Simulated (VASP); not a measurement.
# Ba2H3NO6 (P-62m) in VASP: single point with PBE

Aim: the single point of Ba2H3NO6 with PBE.

Program: VASP 6.6.1. These are calculated values, not measurements. Logs are shortened: lines on timing, memory, paths and dates and some standing lists are left out, and cuts for length are marked.

## (1) The cell of the first run

It takes space group P-62m (No. 189, hexagonal). Conventional cell: a = 6.907 Å, b = 6.907 Å, c = 3.803 Å, α = 90.00°, β = 90.00°, γ = 120.00°. Within 3.7 Å of Ba (site symmetry -6) lie 9 O at 2.78 to 2.96 Å and 6 H at 3.06 Å. Within 1.3 Å of H (site symmetry m2m) lie 1 O at 0.97 Å. N (site symmetry -62m) has 3 O at 1.26 Å within 1.7 Å. O (site symmetry m2m) has 1 N at 1.26 Å within 1.7 Å. Within 1.3 Å of O (site symmetry m2m) lie 1 H at 0.97 Å.

## (2) Single point, PBE

INCAR

```
SYSTEM = Ba2H3NO6
PREC = Accurate
ENCUT = 520
EDIFF = 1E-6
ISMEAR = -1
SIGMA = 0.02
LREAL = .False.
LASPH = .True.
NELM = 60
ALGO = Normal
ISIF = 2
LWAVE = .False.
LCHARG = .False.
GGA = PE
NBANDS = 44
```

KPOINTS

```
Automatic mesh
0
Gamma
  4 4 6
  0 0 0
```

POSCAR

```
Ba2H3NO6
1.0
    6.9069000000      0.0000000000      0.0000000000
   -3.4534500000      5.9815508614      0.0000000000
    0.0000000000      0.0000000000      3.8028000000
Ba H N O
2 3 1 6
Direct
    0.3333333333      0.6666666667      0.0000000000
    0.6666666667      0.3333333333      0.0000000000
    0.3075941172      0.0000000000      0.5000000000
    0.6924058828      0.6924058828      0.5000000000
    0.0000000000      0.3075941172      0.5000000000
    0.0000000000      0.0000000000      0.0000000000
    0.1826520212      0.1826520212      0.0000000000
    0.0000000000      0.8173479788      0.0000000000
    0.8173479788      0.0000000000      0.0000000000
    0.4484300098      0.0000000000      0.5000000000
    0.5515699902      0.5515699902      0.5000000000
    0.0000000000      0.4484300098      0.5000000000
```

Potentials or basis: VASP PAW PBE potentials, release 64 (Ba_sv, H, N, O).

Command:

```
cat potpaw_PBE.64/Ba_sv/POTCAR potpaw_PBE.64/H/POTCAR potpaw_PBE.64/N/POTCAR potpaw_PBE.64/O/POTCAR > POTCAR
mpirun -np 1 vasp_std > vasp.out
```

OUTCAR:

```text
SYSTEM = Ba2H3NO6
   PREC = Accurate
   ENCUT = 520
   EDIFF = 1E-6
   ISMEAR = -1
   LREAL = .False.
   LASPH = .True.
   NELM = 60
   ISIF = 2
   GGA = PE

 ion  position               nearest neighbor table
   1  0.333  0.667  0.000-  10 2.78  10 2.78  12 2.78  12 2.78  11 2.78  11 2.78   8 2.96   9 2.96
                             7 2.96   2 3.99   2 3.99   2 3.99
   2  0.667  0.333  0.000-  12 2.78  12 2.78  10 2.78  10 2.78  11 2.78  11 2.78   9 2.96   8 2.96
                             7 2.96   1 3.99   1 3.99   1 3.99
   3  0.308  0.000  0.500-  10 0.97
   4  0.692  0.692  0.500-  11 0.97
   5  0.000  0.308  0.500-  12 0.97
   6  0.000  0.000  0.000-   9 1.26   8 1.26   7 1.26
   7  0.183  0.183  0.000-   6 1.26   2 2.96   1 2.96
   8  0.000  0.817  0.000-   6 1.26   1 2.96   2 2.96
   9  0.817  0.000  0.000-   6 1.26   2 2.96   1 2.96
  10  0.448  0.000  0.500-   3 0.97   1 2.78   1 2.78   2 2.78   2 2.78
  11  0.552  0.552  0.500-   4 0.97   1 2.78   1 2.78   2 2.78   2 2.78
  12  0.000  0.448  0.500-   5 0.97   2 2.78   2 2.78   1 2.78   1 2.78

  LATTYP: Found a hexagonal cell.
 ALAT       =     6.9069000000
 C/A-ratio  =     0.5505798549

  Lattice vectors:

 A1 = (   6.9069000000,   0.0000000000,   0.0000000000)
 A2 = (  -3.4534500000,   5.9815508614,   0.0000000000)
 A3 = (   0.0000000000,   0.0000000000,   3.8028000000)

Analysis of symmetry for initial positions (statically):
=====================================================================
 Subroutine PRICEL returns:
 Original cell was already a primitive cell.

 Routine SETGRP: Setting up the symmetry group for a
 hexagonal supercell.

 Subroutine GETGRP returns: Found 12 space group operations
 (whereof 12 operations were pure point group operations)
 out of a pool of 24 trial point group operations.

The static configuration has the point symmetry D_3h.

Analysis of symmetry for dynamics (positions and initial velocities):
=====================================================================
 Subroutine PRICEL returns:
 Original cell was already a primitive cell.

 Routine SETGRP: Setting up the symmetry group for a
 hexagonal supercell.

 Subroutine GETGRP returns: Found 12 space group operations
 (whereof 12 operations were pure point group operations)
 out of a pool of 24 trial point group operations.

[... 118 lines left out ...]
   ISYM   =      2    0-nonsym 1-usesym 2-fastsym
   POTIM  = 0.5000    time-step for ionic-motion
   TEBEG  =    0.0;   TEEND  =   0.0 temperature during run
   PSTRESS=    0.0 pullay stress
   NELECT =      64.0000    total number of electrons
   NUPDOWN=      -1.0000    fix difference up-down
   EMIN   =  10.00;   EMAX   =-10.00  energy-range for DOS
   EFERMI =   0.00;   METHOD = LEGACY
   ISMEAR =    -1;   SIGMA  =   0.02  broadening in eV -4-tet -1-fermi 0-gaus
   EFERMI_NEDOS =   21; number of points for ismear=-14 and -15
   IALGO  =     38    algorithm
   IMIX   =      4    mixing-type and parameters
     AMIX     =   0.40;   BMIX     =  1.00
     AMIX_MAG =   1.60;   BMIX_MAG =  1.00
  volume/ion in A,a.u.               =      13.09        88.35
  Fermi-wavevector in a.u.,A,eV,Ry     =   1.213579  2.293332 20.038302  1.472774
  Thomas-Fermi vector in A             =   2.349026
   LORBIT       =      0    0 simple, 1 ext, 2 COOP (PROOUT), +10 PAW based schemes
   GGA     = PE    functional components
   LHFCALC =     F    Hartree Fock is set to
   AEXX    =    0.0000 exact exchange contribution
   IVDW    =     0    specifies the selected vdW correction
   LEPSILON=     F    determine dielectric tensor
   LRPA    =     F    only Hartree local field effects (RPA)
 non-spin polarized calculation
  energy-cutoff  :      520.00
  volume of cell :      157.11
 maximum number of plane-waves:      4256
 NGX is ok and might be reduce to    54
   NGX = 25   NGY = 25   NGZ = 15

 number of electron      63.9999982 magnetization

 Free energy of the ion-electron system (eV)
  ---------------------------------------------------
  ext. energy  EPLUGINS =         0.00000000
  ---------------------------------------------------
  free energy    TOTEN  =       -70.45856322 eV

  energy without entropy =      -70.45856322  energy(sigma->0) =      -70.45856322

 E-fermi :   0.6401     XC(G=0):  -9.1689

 val. band max:        0.2491108270   @ k =   0.0000   0.0000   0.5000
 cond. band min:       2.9129629746   @ k =   0.0000   0.0000   0.5000
 fundamental gap:      2.6638521476
 Fermi energy:         0.6400651002

 k-point     1 :       0.0000    0.0000    0.0000
  band No.  band energies     occupation
      1     -26.0049      2.00000
      2     -24.4669      2.00000
      3     -24.3430      2.00000
      4     -20.4522      2.00000
      5     -20.4522      2.00000
      6     -16.8096      2.00000
[... 741 lines left out ...]
     43       9.4687      0.00000
     44       9.5678      0.00000

------------------------ aborting loop because EDIFF is reached ----------------------------------------

  FORCE on cell =-STRESS in cart. coord.  units (eV):
  Direction    XX          YY          ZZ          XY          YZ          ZX
  --------------------------------------------------------------------------------------
  -------------------------------------------------------------------------------------
  Total        3.7517054      3.7517054      2.5105669      0.0000000      0.0000000      0.0000000
  in kB       38.2594623     38.2594623     25.6024734      0.0000000      0.0000000      0.0000000
  external PRESSURE =      34.0404660 kB  Pullay stress =       0.0000000 kB

 VOLUME and BASIS-vectors are now :
 -----------------------------------------------------------------------------
  energy-cutoff  :      520.00
  volume of cell :      157.11
      direct lattice vectors                 reciprocal lattice vectors
     6.906900000  0.000000000  0.000000000     0.144782753  0.083590362  0.000000000
    -3.453450000  5.981550861  0.000000000     0.000000000  0.167180723  0.000000000
     0.000000000  0.000000000  3.802800000     0.000000000  0.000000000  0.262964132

 POSITION                                       TOTAL-FORCE (eV/Angst)
 -----------------------------------------------------------------------------------
     -0.00000      3.98770      0.00000        -0.000000     -0.000000      0.000000
      3.45345      1.99385      0.00000        -0.000000     -0.000000      0.000000
      2.12452      0.00000      1.90140        -0.129169     -0.000000      0.000000
      2.39119      4.14166      1.90140         0.064584      0.111863      0.000000
     -1.06226      1.83989      1.90140         0.064584     -0.111863      0.000000
      0.00000      0.00000      0.00000        -0.000000     -0.000000      0.000000
      0.63078      1.09254      0.00000         0.180067      0.311886     -0.000000
     -2.82267      4.88901      0.00000         0.180067     -0.311886      0.000000
      5.64534      0.00000      0.00000        -0.360135     -0.000000      0.000000
      3.09726      0.00000      1.90140         0.087105     -0.000000      0.000000
      1.90482      3.29924      1.90140        -0.043553     -0.075436     -0.000000
     -1.54863      2.68231      1.90140        -0.043553      0.075436      0.000000
 -----------------------------------------------------------------------------------
    total drift:                                0.000001      0.000002     -0.000000

  FREE ENERGIE OF THE ION-ELECTRON SYSTEM (eV)
  ---------------------------------------------------
  free  energy   TOTEN  =       -70.4585632200 eV

  energy  without entropy=      -70.4585632200  energy(sigma->0) =      -70.45856322
```

It took 88 s on 1 thread of Intel Xeon Platinum 8488C (Sapphire Rapids), shared host; peak memory 0.32 GiB.

What came out:

```
Free energy            : -70.4586 eV
Pressure               : 3.4 GPa
Largest force          : 0.360 eV/Å
Band gap on the k mesh : 2.66 eV, direct
```

Forces on the atoms (eV/Å):
```
Ba   0.000  0.000  0.000
Ba   0.000  0.000  0.000
H   -0.129  0.000  0.000
H    0.065  0.112  0.000
H    0.065 -0.112  0.000
N    0.000  0.000  0.000
O    0.180  0.312  0.000
O    0.180 -0.312  0.000
O   -0.360  0.000  0.000
O    0.087  0.000  0.000
O   -0.044 -0.075  0.000
O   -0.044  0.075  0.000
```

Levels at points of the mesh, in eV from the valence-band top:
| k point | band 30 | band 31 | band 32 | band 33 | band 34 | band 35 |
| --- | --- | --- | --- | --- | --- | --- |
| (0.00, 0.00, 0.00) | -0.18 | -0.18 | -0.06 | 3.13 | 4.52 | 5.01 |
| (0.50, 0.00, 0.00) | -0.63 | -0.30 | -0.15 | 3.05 | 5.45 | 5.79 |
| (0.00, 0.00, 0.50) | -0.50 | -0.50 | 0.00 | 2.66 | 6.75 | 6.75 |
| (0.50, 0.00, 0.50) | -0.55 | -0.53 | -0.29 | 2.76 | 6.72 | 6.87 |

Caveat: spin-orbit coupling is left out, which moves the levels of the heavy elements. A k mesh can miss the band edges.
